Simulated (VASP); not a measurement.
Set up this calculation in VASP 6.6.1, as the native input.

```
Task                   : single point
Functional             : PBE
Potentials or basis    : VASP PAW PBE potentials, release 64 (Mg, Tl_d, Se)
Cutoff                 : 520 eV
k mesh                 : 4 × 4 × 4
Occupations            : gaussian, width 0.1 eV
Spin                   : no spin polarisation
Dipole correction      : no
Further INCAR settings : ALGO = Normal; EDIFF = 1e-06; NBANDS = 28
```

The structure of MgTl2Se2 lies in POSCAR:

```
MgTl2Se2
1.0
    4.3667124200      0.0000000000      0.0000000000
    0.0000000000      4.3667124200      0.0000000000
    0.0000000000      0.0000000000      5.0597277300
Mg Tl Se
1 2 2
Direct
    0.0000000000      0.0000000000      0.5000000000
    0.0000000000      0.5000000000      0.5000000000
    0.5000000000      0.0000000000      0.5000000000
    0.0000000000      0.0000000000      0.0000000000
    0.5000000000      0.5000000000      0.0000000000
```

The cell was built from a structure type or drawn by symmetry, and may not be a known phase.

One way to write it, as run:

INCAR

```
PREC = Accurate ; ENCUT = 520
EDIFF = 1E-6 ; ISMEAR = 0
SIGMA = 0.1 ; LREAL = F
LASPH = T ; NELM = 60
ALGO = Normal ; ISIF = 2
LWAVE = F ; LCHARG = F
GGA = PE ; NBANDS = 28
```

KPOINTS

```
regular mesh
0
Gamma
  4 4 4
```

Potentials or basis: VASP PAW PBE potentials, release 64 (Mg, Tl_d, Se).

Launch:

```bash
$ cat potpaw_PBE.64/Mg/POTCAR potpaw_PBE.64/Tl_d/POTCAR potpaw_PBE.64/Se/POTCAR > POTCAR
$ mpirun -np 1 vasp_std > vasp.out
```

Results of the run:

```
Pressure               : 42.9 GPa
Band gap on the k mesh : zero (bands 20 and 21 overlap by 1.97 eV)
```

Caveat: the cell stands under pressure; spin-orbit coupling is left out, which moves the levels of the heavy elements.

It took 22 s on 1 thread of Intel(R) Xeon(R) 6975P-C (Granite Rapids) (shared host), peak memory 0.21 GiB.
